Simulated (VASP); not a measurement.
# BN (P4_2/mnm) in VASP: notebook

BN is run at these levels: PBE; tasks: single point.

Everything below comes from runs of VASP 6.6.1. Logs are shortened: lines on timing, memory, paths and dates and some standing lists are left out, and cuts for length are marked.

### Step 1. The cell of the first run

It takes space group P4_2/mnm (No. 136, tetragonal). The conventional cell has a = 4.555 Å, b = 4.555 Å, c = 2.243 Å, α = 90.00°, β = 90.00°, γ = 90.00°. B (site symmetry m2m) has 4 N at 1.43 to 1.65 Å within 1.9 Å. N (site symmetry m2m) has 4 B at 1.43 to 1.65 Å within 1.9 Å.

### Step 2. Single point, PBE

The input, INCAR:

```
SYSTEM = BN
  PREC = Accurate
  ENCUT = 520
  EDIFF = 1E-6
  ISMEAR = 0
  SIGMA = 0.05
  LREAL = .False.
  LASPH = .True.
  NELM = 100
  ALGO = Normal
  ISIF = 2
  LWAVE = .False.
  LCHARG = .True.
  GGA = PE
  LELF = .True.
  LVHAR = .True.
  NBANDS = 26
```

The input, KPOINTS:

```
Automatic mesh
0
Gamma
  6 6 10
  0 0 0
```

The input, POSCAR:

```
BN
1.0
    4.5554000000      0.0000000000      0.0000000000
    0.0000000000      4.5554000000      0.0000000000
    0.0000000000      0.0000000000      2.2433000000
B N
4 4
Direct
    0.1742811368      0.8257188632      0.5000000000
    0.3257188632      0.3257188632      0.0000000000
    0.6742811368      0.6742811368      0.0000000000
    0.8257188632      0.1742811368      0.5000000000
    0.8126115048      0.8126115048      0.5000000000
    0.3126115048      0.6873884952      0.0000000000
    0.6873884952      0.3126115048      0.0000000000
    0.1873884952      0.1873884952      0.5000000000
```

Potentials or basis: VASP PAW PBE potentials, release 64 (B, N).

On the command line:

```
cat potpaw_PBE.64/B/POTCAR potpaw_PBE.64/N/POTCAR > POTCAR
mpirun -np 1 vasp_std > vasp.out
```

OUTCAR:

```text
SYSTEM = BN
   PREC = Accurate
   ENCUT = 520
   EDIFF = 1E-6
   ISMEAR = 0
   LREAL = .False.
   LASPH = .True.
   NELM = 100
   ISIF = 2
   GGA = PE

 ion  position               nearest neighbor table
   1  0.174  0.826  0.500-   6 1.43   6 1.43   8 1.65   5 1.65
   2  0.326  0.326  0.000-   8 1.43   8 1.43   6 1.65   7 1.65
   3  0.674  0.674  0.000-   5 1.43   5 1.43   7 1.65   6 1.65
   4  0.826  0.174  0.500-   7 1.43   7 1.43   8 1.65   5 1.65
   5  0.813  0.813  0.500-   3 1.43   3 1.43   4 1.65   1 1.65
   6  0.313  0.687  0.000-   1 1.43   1 1.43   3 1.65   2 1.65
   7  0.687  0.313  0.000-   4 1.43   4 1.43   2 1.65   3 1.65
   8  0.187  0.187  0.500-   2 1.43   2 1.43   4 1.65   1 1.65

  LATTYP: Found a simple tetragonal cell.
 ALAT       =     4.5554000000
 C/A-ratio  =     0.4924485226

  Lattice vectors:

 A1 = (   4.5554000000,   0.0000000000,   0.0000000000)
 A2 = (   0.0000000000,   4.5554000000,   0.0000000000)
 A3 = (   0.0000000000,   0.0000000000,   2.2433000000)

Analysis of symmetry for initial positions (statically):
=====================================================================
 Subroutine PRICEL returns:
 Original cell was already a primitive cell.

 Routine SETGRP: Setting up the symmetry group for a
 simple tetragonal supercell.

 Subroutine GETGRP returns: Found 16 space group operations
 (whereof  8 operations were pure point group operations)
 out of a pool of 16 trial point group operations.

The static configuration has the point symmetry D_2h.
 The point group associated with its full space group is D_4h.

Analysis of symmetry for dynamics (positions and initial velocities):
=====================================================================
 Subroutine PRICEL returns:
 Original cell was already a primitive cell.

 Routine SETGRP: Setting up the symmetry group for a
 simple tetragonal supercell.

 Subroutine GETGRP returns: Found 16 space group operations
 (whereof  8 operations were pure point group operations)
 out of a pool of 16 trial point group operations.

The dynamic configuration has the point symmetry D_2h.
 The point group associated with its full space group is D_4h.

 Subroutine INISYM returns: Found 16 space group operations
 (whereof  8 operations are pure point group operations),
 and found     1 'primitive' translations

----------------------------------------------------------------------------------------

                                     Primitive cell

  volume of cell :      46.5522

  direct lattice vectors                    reciprocal lattice vectors
     4.555400000  0.000000000  0.000000000     0.219519691  0.000000000  0.000000000
     0.000000000  4.555400000  0.000000000     0.000000000  0.219519691  0.000000000
     0.000000000  0.000000000  2.243300000     0.000000000  0.000000000  0.445771854

  length of vectors
     4.555400000  4.555400000  2.243300000     0.219519691  0.219519691  0.445771854

  position of ions in fractional coordinates (direct lattice)
     0.174281137  0.825718863  0.500000000
     0.325718863  0.325718863  0.000000000
     0.674281137  0.674281137  0.000000000
     0.825718863  0.174281137  0.500000000
     0.812611505  0.812611505  0.500000000
     0.312611505  0.687388495  0.000000000
     0.687388495  0.312611505  0.000000000
     0.187388495  0.187388495  0.500000000

  ion indices of the primitive-cell ions
   primitive index   ion index
                 1           1
                 2           2
                 3           3
                 4           4
                 5           5
                 6           6
                 7           7
                 8           8

----------------------------------------------------------------------------------------

 KPOINTS: Automatic mesh

Automatic generation of k-mesh.
 Grid dimensions read from file:
 generate k-points for:    6    6   10

 Generating k-lattice:

  Cartesian coordinates                     Fractional coordinates (reciprocal lattice)
     0.036586615  0.000000000  0.000000000     0.166666667  0.000000000  0.000000000
     0.000000000  0.036586615  0.000000000     0.000000000  0.166666667  0.000000000
     0.000000000  0.000000000  0.044577185     0.000000000  0.000000000  0.100000000

  Length of vectors
     0.036586615  0.036586615  0.044577185

  Shift w.r.t. Gamma in fractional coordinates (k-lattice)
     0.000000000  0.000000000  0.000000000

 Subroutine IBZKPT returns following result:
 ===========================================

 Found     60 irreducible k-points:

 Following reciprocal coordinates:
            Coordinates               Weight
  0.000000  0.000000  0.000000      1.000000
  0.166667  0.000000  0.000000      4.000000
  0.333333  0.000000  0.000000      4.000000
  0.500000  0.000000  0.000000      2.000000
  0.166667  0.166667  0.000000      4.000000
  0.333333  0.166667  0.000000      8.000000
[... 16 lines left out ...]
  0.333333  0.000000  0.200000      8.000000
  0.500000  0.000000  0.200000      4.000000
 [... further k-points ...]
   k-points           NKPTS =     60   k-points in BZ     NKDIM =     60   number of bands    NBANDS=     26
   number of dos      NEDOS =    301   number of ions     NIONS =      8
   total plane-waves  NPLWV =  23328
   dimension x,y,z NGX =    36 NGY =   36 NGZ =   18
   dimension x,y,z NGXF=    72 NGYF=   72 NGZF=   36
   ions per type =               4   4
   NGX,Y,Z   is equivalent  to a cutoff of  13.14, 13.14, 13.34 a.u.
   NGXF,Y,Z  is equivalent  to a cutoff of  26.28, 26.28, 26.68 a.u.
 SYSTEM =  BN
   PREC   = accura    normal or accurate (medium, high low for compatibility)
   ISTART =      0    job   : 0-new  1-cont  2-samecut
   ICHARG =      2    charge: 1-file 2-atom 10-const
   ISPIN  =      1    spin polarized calculation?
   LNONCOLLINEAR =      F non collinear calculations
   LSORBIT =      F    spin-orbit coupling
   LASPH  =      T    aspherical Exc in radial PAW
   ENCUT  =  520.0 eV  38.22 Ry    6.18 a.u.   8.47  8.47  4.17*2*pi/ulx,y,z
   NELM   =    100;   NELMIN=  2; NELMDL= -5     # of ELM steps
   EDIFF  = 0.1E-05   stopping-criterion for ELM
   LREAL  =      F    real-space projection
   EDIFFG = 0.1E-04   stopping-criterion for IOM
   NSW    =      0    number of steps for IOM
   IBRION =     -1    ionic relax: 0-MD 1-quasi-New 2-CG
   NFREE  =      0    steps in history (QN), initial steepest desc. (CG)
   ISIF   =      2    stress and relaxation
   ISYM   =      2    0-nonsym 1-usesym 2-fastsym
   POTIM  = 0.5000    time-step for ionic-motion
   TEBEG  =    0.0;   TEEND  =   0.0 temperature during run
   PSTRESS=    0.0 pullay stress
   NELECT =      32.0000    total number of electrons
   NUPDOWN=      -1.0000    fix difference up-down
   EMIN   =  10.00;   EMAX   =-10.00  energy-range for DOS
   EFERMI =   0.00;   METHOD = LEGACY
   ISMEAR =     0;   SIGMA  =   0.05  broadening in eV -4-tet -1-fermi 0-gaus
   EFERMI_NEDOS =   21; number of points for ismear=-14 and -15
   IALGO  =     38    algorithm
   IMIX   =      4    mixing-type and parameters
     AMIX     =   0.40;   BMIX     =  1.00
     AMIX_MAG =   1.60;   BMIX_MAG =  1.00
  volume/ion in A,a.u.               =       5.82        39.27
  Fermi-wavevector in a.u.,A,eV,Ry     =   1.444812  2.730299 28.401916  2.087482
  Thomas-Fermi vector in A             =   2.563065
   LORBIT       =      0    0 simple, 1 ext, 2 COOP (PROOUT), +10 PAW based schemes
   GGA     = PE    functional components
   LHFCALC =     F    Hartree Fock is set to
   AEXX    =    0.0000 exact exchange contribution
   IVDW    =     0    specifies the selected vdW correction
   LEPSILON=     F    determine dielectric tensor
   LRPA    =     F    only Hartree local field effects (RPA)
 non-spin polarized calculation
 Gauss-broadening in eV      SIGMA  =   0.05
  energy-cutoff  :      520.00
  volume of cell :       46.55
 maximum number of plane-waves:      1269
 NGX is ok and might be reduce to    36
   NGX = 17   NGY = 17   NGZ =  9

 number of electron      31.9999996 magnetization

 Free energy of the ion-electron system (eV)
  ---------------------------------------------------
  ext. energy  EPLUGINS =         0.00000000
  ---------------------------------------------------
  free energy    TOTEN  =       -66.08826894 eV

  energy without entropy =      -66.08826894  energy(sigma->0) =      -66.08826894

 E-fermi :   8.4942     XC(G=0): -12.7550

 val. band max:        8.2372560054   @ k =   0.0000   0.0000   0.0000
 cond. band min:      12.0715952584   @ k =   0.0000   0.0000   0.3000
 fundamental gap:      3.8343392530
 Fermi energy:         8.4942478433

 k-point     1 :       0.0000    0.0000    0.0000
  band No.  band energies     occupation
      1     -13.2102      2.00000
      2      -9.7811      2.00000
      3      -9.7811      2.00000
      4      -8.9079      2.00000
      5      -3.9042      2.00000
      6      -2.2465      2.00000
[... 18 lines left out ...]
     25      21.6915      0.00000
     26      22.1974      0.00000

 k-point     2 :       0.1667    0.0000    0.0000
  band No.  band energies     occupation
      1     -13.0771      2.00000
      2     -10.3362      2.00000
      3      -9.6879      2.00000
      4      -8.7063      2.00000
      5      -3.8776      2.00000
      6      -1.8835      2.00000
[... 18 lines left out ...]
     25      21.7596      0.00000
     26      22.4362      0.00000

 k-point     3 :       0.3333    0.0000    0.0000
  band No.  band energies     occupation
      1     -12.6838      2.00000
      2     -11.2303      2.00000
      3      -9.4259      2.00000
      4      -8.7418      2.00000
      5      -3.6467      2.00000
      6      -2.2134      2.00000
[... 572 lines left out ...]
 k-point    23 :       0.3333    0.0000    0.2000
  band No.  band energies     occupation
      1     -11.8568      2.00000
      2     -10.4465      2.00000
      3      -8.7332      2.00000
      4      -8.0923      2.00000
      5      -2.9998      2.00000
      6      -1.5284      2.00000
[... 18 lines left out ...]
     25      21.4608      0.00000
     26      22.0832      0.00000

 k-point    24 :       0.5000    0.0000    0.2000
  band No.  band energies     occupation
      1     -11.2417      2.00000
      2     -11.2417      2.00000
      3      -8.3910      2.00000
      4      -8.3910      2.00000
      5      -2.3857      2.00000
      6      -2.3857      2.00000
[... 18 lines left out ...]
     25      22.1182      0.00000
     26      22.1183      0.00000

 [... further k-points ...]
[... 5 lines left out ...]
  --------------------------------------------------------------------------------------
  -------------------------------------------------------------------------------------
  Total       -4.1771851     -4.1771851     46.1473959     -0.0000000      0.0000000      0.0000000
  in kB     -143.7652446   -143.7652446   1588.2446096     -0.0000000      0.0000000      0.0000000
  external PRESSURE =     433.5713734 kB  Pullay stress =       0.0000000 kB

 VOLUME and BASIS-vectors are now :
 -----------------------------------------------------------------------------
  energy-cutoff  :      520.00
  volume of cell :       46.55
      direct lattice vectors                 reciprocal lattice vectors
     4.555400000  0.000000000  0.000000000     0.219519691  0.000000000  0.000000000
     0.000000000  4.555400000  0.000000000     0.000000000  0.219519691  0.000000000
     0.000000000  0.000000000  2.243300000     0.000000000  0.000000000  0.445771854

 POSITION                                       TOTAL-FORCE (eV/Angst)
 -----------------------------------------------------------------------------------
      0.79392      3.76148      1.12165        -0.640334      0.640334      0.000000
      1.48378      1.48378      0.00000         0.640334      0.640334      0.000000
      3.07162      3.07162      0.00000        -0.640334     -0.640334      0.000000
      3.76148      0.79392      1.12165         0.640334     -0.640334      0.000000
      3.70177      3.70177      1.12165         1.140641      1.140641      0.000000
      1.42407      3.13133      0.00000         1.140641     -1.140641     -0.000000
      3.13133      1.42407      0.00000        -1.140641      1.140641      0.000000
      0.85363      0.85363      1.12165        -1.140641     -1.140641     -0.000000
 -----------------------------------------------------------------------------------
    total drift:                               -0.000000     -0.000000      0.000000

  FREE ENERGIE OF THE ION-ELECTRON SYSTEM (eV)
  ---------------------------------------------------
  free  energy   TOTEN  =       -66.0882689437 eV

  energy  without entropy=      -66.0882689437  energy(sigma->0) =      -66.08826894
```

It took 66 s on 1 thread of Intel Xeon 8259CL, shared host; peak memory 0.19 GiB.

What came out:

* Free energy: -66.0883 eV
* Pressure: 43.4 GPa
* Largest force: 1.613 eV/Å
* Band gap on the k mesh: 3.83 eV, indirect (least direct gap 4.88 eV)

Forces in eV/Å, atoms in the order of the input:
```
B   -0.640  0.640  0.000
B    0.640  0.640  0.000
B   -0.640 -0.640  0.000
B    0.640 -0.640  0.000
N    1.141  1.141  0.000
N    1.141 -1.141  0.000
N   -1.141  1.141  0.000
N   -1.141 -1.141  0.000
```

Caveat: forces of over 1 eV/Å act on the atoms, so gaps and moduli don't describe the material at rest.

### Step 3. Single point, PBE

This run uses another cell than the first one, of 5.86 Å³/atom, 1.008 times its volume.

The input, INCAR:

```
SYSTEM = BN
PREC = Accurate ; ENCUT = 520
EDIFF = 1E-6 ; ISMEAR = 0
SIGMA = 0.05 ; LREAL = .False.
LASPH = .True. ; NELM = 80
ALGO = Normal ; ISIF = 2
LWAVE = .False. ; LCHARG = .False.
GGA = PE ; NBANDS = 26
```

KPOINTS is that of step 2.

Changes to POSCAR since step 2:

```diff
@@ -2,5 +2,5 @@
 1.0
-    4.5554000000      0.0000000000      0.0000000000
-    0.0000000000      4.5554000000      0.0000000000
-    0.0000000000      0.0000000000      2.2433000000
+    4.2900000000      0.0000000000      0.0000000000
+    0.0000000000      4.2900000000      0.0000000000
+    0.0000000000      0.0000000000      2.5491935092
 B N
```

Potentials or basis: VASP PAW PBE potentials, release 64 (B, N).

On the command line:

```
cat potpaw_PBE.64/B/POTCAR potpaw_PBE.64/N/POTCAR > POTCAR
mpirun -np 1 vasp_std > vasp.out
```

It took 64 s on 1 thread of Intel Xeon 8259CL, shared host; peak memory 0.18 GiB.

The run converged. Its results:

| Property | Result |
| --- | --- |
| Free energy | -68.6990 eV |
| Pressure | 23.8 GPa |
| Largest force | 0.545 eV/Å |
| Band gap on the k mesh | 4.71 eV, indirect (least direct gap 5.83 eV) |

Forces in eV/Å, atoms in the order of the input:
```
B    0.103 -0.103  0.000
B   -0.103 -0.103  0.000
B    0.103  0.103  0.000
B   -0.103  0.103  0.000
N   -0.385 -0.385  0.000
N   -0.385  0.385  0.000
N    0.385 -0.385  0.000
N    0.385  0.385  0.000
```

Stress tensor (GPa, compression positive):
```
32.30  0.00  0.00
 0.00 32.30  0.00
 0.00  0.00  6.84
```

Levels at points of the mesh, in eV from the valence-band top:
```
           k point  band 14  band 15  band 16  band 17  band 18  band 19
(0.00, 0.00, 0.00)    -0.49     0.00     0.00     6.54     7.18     8.89
(0.50, 0.00, 0.00)    -1.73    -1.41    -1.41     7.60     7.60     8.71
(0.50, 0.50, 0.00)    -2.92    -2.62    -2.62     7.79     7.79     8.08
(0.00, 0.00, 0.50)    -4.42    -3.68    -3.68     6.52     6.52    10.73
(0.50, 0.00, 0.50)    -3.97    -2.24    -2.24     7.10     7.10     9.13
(0.50, 0.50, 0.50)    -3.34    -2.66    -2.66     6.46     6.46     7.52
```

A k mesh can miss the band edges.

(Continued in part 2 of 2.)
